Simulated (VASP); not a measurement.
ZrO2: single point with PBE

Crystal: ZrO2.

```
Zr O
1.0
     0.00000    2.49674    2.49674
     2.49674    0.00000    2.49674
     2.49674    2.49674    0.00000
Zr O
1 2
Direct
  0.00000 0.00000 0.00000
  0.25000 0.25000 0.25000
  0.75000 0.75000 0.75000
```

```yaml
Program: VASP 6.6.1
Task: single point
Functional: PBE
Potentials_or_basis: VASP PAW PBE potentials, release 64 (Zr_sv, O)
Cutoff: 600 eV
k_mesh: 8 × 8 × 8
Occupations: gaussian, width 0.02 eV
Spin: no spin polarisation
```

| Property | Result |
| --- | --- |
| Pressure | 20.1 GPa |
| Band gap on the k mesh | 3.51 eV (least direct gap 4.01 eV) |

Levels at points of the mesh, in eV from the valence-band top:
```csv
k point,band 8,band 9,band 10,band 11,band 12,band 13,band 14,band 15,band 16,band 17
"(0.00, 0.00, 0.00)",-5.57,-5.57,-0.55,-0.55,-0.55,3.51,3.51,7.01,10.08,10.08
"(0.50, 0.00, 0.00)",-4.50,-2.63,-2.53,-1.68,-1.68,4.22,4.22,6.63,9.08,9.08
"(0.50, 0.50, 0.00)",-3.24,-3.24,-1.59,-1.59,0.00,4.01,5.05,6.37,7.79,7.79
```

Run time: 42 s on 1 thread of Intel Xeon 8259CL, with other jobs on the host, peak memory 0.17 GiB.

Caveat: the cell stands under pressure. A k mesh can miss the band edges.
